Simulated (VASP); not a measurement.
# FeGe (P1) in VASP: a series of runs, part 2 of 2

VASP 6.6.1.

## (3) Single point, r2SCAN, collinear spin, ferromagnetic start

The input, POSCAR:

```
FeGe
1.0
    3.0161717160      0.0000000000      0.0000000000
    0.0000000000      3.0161717160      0.0000000000
    0.0000000000      0.0000000000      3.0161717160
Fe Ge
1 1
Direct
    0.1370000000      0.2910000000      0.4180000000
    0.6003440200      0.7417515000      0.8715288900
```

The input, INCAR.step1:

```
PREC = Accurate
ENCUT = 520
ISMEAR = 0
SIGMA = 0.05
LREAL = False
LASPH = True
NELM = 150
ISPIN = 2
MAGMOM = 4 0
LMAXMIX = 4
NBANDS = 22
GGA = PE
ALGO = Normal
EDIFF = 1E-4
LWAVE = True
LCHARG = False
```

The input, INCAR.step2:

```
PREC = Accurate
ENCUT = 520
EDIFF = 1E-6
ISMEAR = 0
SIGMA = 0.05
LREAL = False
LASPH = True
NELM = 150
ALGO = Normal
ISIF = 2
LWAVE = False
LCHARG = False
ISPIN = 2
MAGMOM = 4 0
LORBIT = 11
LMAXMIX = 4
METAGGA = R2SCAN
LMIXTAU = True
NBANDS = 22
ISTART = 1
```

The input, KPOINTS:

```
regular mesh
0
Gamma
  3 3 3
```

Potentials or basis: VASP PAW PBE potentials, release 64 (Fe, Ge_d).

Run with:

```console
$ cat potpaw_PBE.64/Fe/POTCAR potpaw_PBE.64/Ge_d/POTCAR > POTCAR
$ cp INCAR.step1 INCAR
$ mpirun -np 1 vasp_std > vasp.out
$ cp INCAR.step2 INCAR
$ mpirun -np 1 vasp_std > vasp.out
```

OUTCAR:

```text
PREC = Accurate
   ENCUT = 520
   EDIFF = 1E-6
   ISMEAR = 0
   LREAL = False
   LASPH = True
   NELM = 150
   ISIF = 2
   ISPIN = 2
   LORBIT = 11
   METAGGA = R2SCAN
   ISTART = 1

 ion  position               nearest neighbor table
   1  0.137  0.291  0.418-   2 2.38   2 2.52   2 2.55   2 2.56   2 2.68   2 2.69   2 2.72   2 2.84

   2  0.600  0.742  0.872-   1 2.38   1 2.52   1 2.55   1 2.56   1 2.68   1 2.69   1 2.72   1 2.84

  LATTYP: Found a simple cubic cell.
 ALAT       =     3.0161717160

  Lattice vectors:

 A1 = (   3.0161717160,   0.0000000000,   0.0000000000)
 A2 = (   0.0000000000,   3.0161717160,   0.0000000000)
 A3 = (   0.0000000000,   0.0000000000,   3.0161717160)

Analysis of symmetry for initial positions (statically):
=====================================================================
 Subroutine PRICEL returns:
 Original cell was already a primitive cell.

 Routine SETGRP: Setting up the symmetry group for a
 simple cubic supercell.

 Subroutine GETGRP returns: Found  1 space group operations
 (whereof  1 operations were pure point group operations)
 out of a pool of 48 trial point group operations.

The static configuration has the point symmetry C_1 .

Analysis of symmetry for dynamics (positions and initial velocities):
=====================================================================
 Subroutine PRICEL returns:
 Original cell was already a primitive cell.

 Routine SETGRP: Setting up the symmetry group for a
 simple cubic supercell.

 Subroutine GETGRP returns: Found  1 space group operations
 (whereof  1 operations were pure point group operations)
 out of a pool of 48 trial point group operations.

The dynamic configuration has the point symmetry C_1 .

Analysis of structural, dynamic, and magnetic symmetry:
=====================================================================
 Subroutine PRICEL returns:
 Original cell was already a primitive cell.

 Routine SETGRP: Setting up the symmetry group for a
 simple cubic supercell.

 Subroutine GETGRP returns: Found  1 space group operations
 (whereof  1 operations were pure point group operations)
 out of a pool of 48 trial point group operations.

The overall configuration has the point symmetry C_1 .

 Subroutine INISYM returns: Found  1 space group operations
 (whereof  1 operations are pure point group operations),
 and found     1 'primitive' translations

----------------------------------------------------------------------------------------

                                     Primitive cell

  volume of cell :      27.4390

  direct lattice vectors                    reciprocal lattice vectors
     3.016171716  0.000000000  0.000000000     0.331546110  0.000000000  0.000000000
     0.000000000  3.016171716  0.000000000     0.000000000  0.331546110  0.000000000
     0.000000000  0.000000000  3.016171716     0.000000000  0.000000000  0.331546110

  length of vectors
     3.016171716  3.016171716  3.016171716     0.331546110  0.331546110  0.331546110

  position of ions in fractional coordinates (direct lattice)
     0.137000000  0.291000000  0.418000000
     0.600344020  0.741751500  0.871528890

  ion indices of the primitive-cell ions
[... 55 lines left out ...]
   PREC   = accura    normal or accurate (medium, high low for compatibility)
   ISTART =      1    job   : 0-new  1-cont  2-samecut
   ICHARG =      0    charge: 1-file 2-atom 10-const
   ISPIN  =      2    spin polarized calculation?
   LNONCOLLINEAR =      F non collinear calculations
   LSORBIT =      F    spin-orbit coupling
   LASPH  =      T    aspherical Exc in radial PAW
   ENCUT  =  520.0 eV  38.22 Ry    6.18 a.u.   5.61  5.61  5.61*2*pi/ulx,y,z
   NELM   =    150;   NELMIN=  2; NELMDL=  0     # of ELM steps
   EDIFF  = 0.1E-05   stopping-criterion for ELM
   LREAL  =      F    real-space projection
   EDIFFG = 0.1E-04   stopping-criterion for IOM
   NSW    =      0    number of steps for IOM
   IBRION =     -1    ionic relax: 0-MD 1-quasi-New 2-CG
   NFREE  =      0    steps in history (QN), initial steepest desc. (CG)
   ISIF   =      2    stress and relaxation
   ISYM   =      2    0-nonsym 1-usesym 2-fastsym
   POTIM  = 0.5000    time-step for ionic-motion
   TEBEG  =    0.0;   TEEND  =   0.0 temperature during run
   PSTRESS=    0.0 pullay stress
   NELECT =      22.0000    total number of electrons
   NUPDOWN=      -1.0000    fix difference up-down
   EMIN   =  10.00;   EMAX   =-10.00  energy-range for DOS
   EFERMI =   0.00;   METHOD = LEGACY
   ISMEAR =     0;   SIGMA  =   0.05  broadening in eV -4-tet -1-fermi 0-gaus
   EFERMI_NEDOS =   21; number of points for ismear=-14 and -15
   IALGO  =     38    algorithm
   IMIX   =      4    mixing-type and parameters
     AMIX     =   0.40;   BMIX     =  1.00
     AMIX_MAG =   1.60;   BMIX_MAG =  1.00
  volume/ion in A,a.u.               =      13.72        92.58
  Fermi-wavevector in a.u.,A,eV,Ry     =   1.520873  2.874034 31.471026  2.313055
  Thomas-Fermi vector in A             =   2.629665
   LORBIT       =     11    0 simple, 1 ext, 2 COOP (PROOUT), +10 PAW based schemes
   METAGGA = R2SCAN    functional components
   LHFCALC =     F    Hartree Fock is set to
   AEXX    =    0.0000 exact exchange contribution
   IVDW    =     0    specifies the selected vdW correction
   LEPSILON=     F    determine dielectric tensor
   LRPA    =     F    only Hartree local field effects (RPA)
 spin polarized calculation
 Gauss-broadening in eV      SIGMA  =   0.05
  energy-cutoff  :      520.00
  volume of cell :       27.44
 maximum number of plane-waves:       748
 NGX is ok and might be reduce to    24
   NGX = 11   NGY = 11   NGZ = 11

 number of electron      22.0000001 magnetization       1.9259398

 Free energy of the ion-electron system (eV)
  ---------------------------------------------------
  ext. energy  EPLUGINS =         0.00000000
  ---------------------------------------------------
  free energy    TOTEN  =       -27.45861417 eV

  energy without entropy =      -27.45676213  energy(sigma->0) =      -27.45768815

 E-fermi :   7.2504     XC(G=0): -13.7530

 val. band max:        7.2259978254   @ k =   0.3333   0.3333   0.0000
 cond. band min:       7.4078013086   @ k =   0.0000   0.0000   0.0000
 fundamental gap:      0.1818034832
 Fermi energy:         7.2504010822

 spin component 1

 k-point     1 :       0.0000    0.0000    0.0000
  band No.  band energies     occupation
      1     -17.7616      1.00000
      2     -17.7609      1.00000
      3     -17.6789      1.00000
      4     -17.6707      1.00000
      5     -17.6699      1.00000
      6      -5.9771      1.00000
[... 339 lines left out ...]
     21      31.7358      0.00000
     22      34.7426      0.00000
 Fermi energy:         7.2504010822

 spin component 2

 k-point     1 :       0.0000    0.0000    0.0000
  band No.  band energies     occupation
      1     -17.7540      1.00000
      2     -17.7537      1.00000
      3     -17.6622      1.00000
      4     -17.6586      1.00000
      5     -17.6583      1.00000
      6      -6.1061      1.00000
[... 339 lines left out ...]
     21      32.2557      0.00000
     22      34.8503      0.00000

------------------------ aborting loop because EDIFF is reached ----------------------------------------

  FORCE on cell =-STRESS in cart. coord.  units (eV):
  Direction    XX          YY          ZZ          XY          YZ          ZX
  --------------------------------------------------------------------------------------
  -------------------------------------------------------------------------------------
  Total       -0.7523364     -0.8510414     -0.8525121      0.4084461      0.5214239      0.3915443
  in kB      -43.9293201    -49.6927566    -49.7786286     23.8493846     30.4462145     22.8624766
  external PRESSURE =     -47.8002351 kB  Pullay stress =       0.0000000 kB

 VOLUME and BASIS-vectors are now :
 -----------------------------------------------------------------------------
  energy-cutoff  :      520.00
  volume of cell :       27.44
      direct lattice vectors                 reciprocal lattice vectors
     3.016171716  0.000000000  0.000000000     0.331546110  0.000000000  0.000000000
     0.000000000  3.016171716  0.000000000     0.000000000  0.331546110  0.000000000
     0.000000000  0.000000000  3.016171716     0.000000000  0.000000000  0.331546110

 POSITION                                       TOTAL-FORCE (eV/Angst)
 -----------------------------------------------------------------------------------
      0.41322      0.87771      1.26076        -0.466443     -0.596306     -0.568526
      1.81074      2.23725      2.62868         0.466443      0.596306      0.568526
 -----------------------------------------------------------------------------------
    total drift:                                0.005498      0.005938      0.004876

  FREE ENERGIE OF THE ION-ELECTRON SYSTEM (eV)
  ---------------------------------------------------
  free  energy   TOTEN  =       -27.4586141689 eV

  energy  without entropy=      -27.4567621259  energy(sigma->0) =      -27.45768815

 total charge

# of ion       s       p       d       tot
------------------------------------------
    1        0.389   0.409   6.333   7.130
    2        1.139   1.204  10.078  12.421
--------------------------------------------------
tot          1.528   1.613  16.410  19.551

 magnetization (x)

# of ion       s       p       d       tot
------------------------------------------
    1        0.010   0.009   1.951   1.970
    2        0.049  -0.043  -0.011  -0.005
--------------------------------------------------
tot          0.059  -0.034   1.939   1.965
```

It took 66 s on 1 thread of Intel Xeon 6975P-C, shared host; peak memory 0.16 GiB.

Results:

- Free energy: -27.4586 eV
- Pressure: -4.8 GPa
- Largest force: 0.947 eV/Å
- Net moment: 1.93 μB per cell
- Site moments: Fe +1.97; Ge -0.01 μB
- Valence electrons inside the program's atomic spheres: Fe 7.13; Ge 12.42

Forces in eV/Å, atoms in the order of the input:
```
Fe  -0.466 -0.596 -0.569
Ge   0.466  0.596  0.569
```

Caveat: the k points lie up to 0.69 Å⁻¹ apart; the PAW data sets were made with another functional, which shifts forces and pressure a little.
